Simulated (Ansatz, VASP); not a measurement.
# One calculation of TiB2, two programs

```
Ti B
1.0
     3.02490    0.00000    0.00000
    -1.51245    2.61964    0.00000
     0.00000    0.00000    3.22434
Ti B
1 2
Direct
  0.00000 0.00000 0.00000
  0.33333 0.66667 0.50000
  0.66667 0.33333 0.50000
```

Alike in both runs: functional r2SCAN; k mesh 12 × 12 × 10; occupations fermi-dirac, width 0.1 eV; no spin polarisation.

Ansatz relaxed the structure, and its values are those at the end. VASP's run is a single point on that final structure, the one shown.

```csv
,VASP,Ansatz
version,VASP 6.6.1,Ansatz 0.2.0
potentials or method,"VASP PAW PBE potentials, release 64 (Ti_sv, B), cutoff 550 eV",PAW plane waves
valence electrons in the cell,18,18
```

|  | VASP | Ansatz | Ansatz less VASP |
| --- | --- | --- | --- |
| gap on the k mesh at the Fermi level (eV) | none | none | - |
| pressure (GPa) | 0.7 | 0.0 | -0.72 |

VASP's potentials were made for PBE, not for r2SCAN. A gap of «none» marks a metal or a gap that the smearing closes.
